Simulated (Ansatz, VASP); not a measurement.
## Cd2TeO3 in VASP and in Ansatz

```
Cd Te O
1.0
     6.04692    0.00000    0.00000
    -3.02346    5.23679    0.00000
     0.00000    0.00000    2.98169
Cd Te O
2 1 3
Direct
  0.33333 0.66667 0.50000
  0.66667 0.33333 0.50000
  0.00000 0.00000 0.50000
  0.00000 0.50000 0.00000
  0.50000 0.00000 0.00000
  0.50000 0.50000 0.00000
```

Change from the starting cell: species swapped into the SmB2Ir3 type (P6/mmm, No. 191).

Alike in both runs: task relaxation of cell and atoms; functional PBE; k mesh 6 × 6 × 12; occupations gaussian, width 0.1 eV; no spin polarisation.

```csv
,VASP,Ansatz
version,VASP 6.6.1,Ansatz 0.2.0
potentials or method,"VASP PAW PBE potentials, release 64 (Cd, Te, O), cutoff 600 eV","scalar-relativistic, plane waves, PAW"
valence electrons in the cell,48,74
```

```tsv
	VASP	Ansatz	Ansatz less VASP
gap on the k mesh at the Fermi level, each at its own relaxed structure (eV)	none	none	-
relaxed volume (Å³/atom)	15.87	15.74	-0.130
relaxed cell length with the largest relative difference (Å)	3.033	3.023	-0.0102
```

A gap of «none» marks a metal or a gap that the smearing closes. VASP's potentials hold 48 valence electrons a cell and Ansatz's 74, so a difference there can come from the potentials and not from the codes.

Spin-orbit coupling is off throughout.
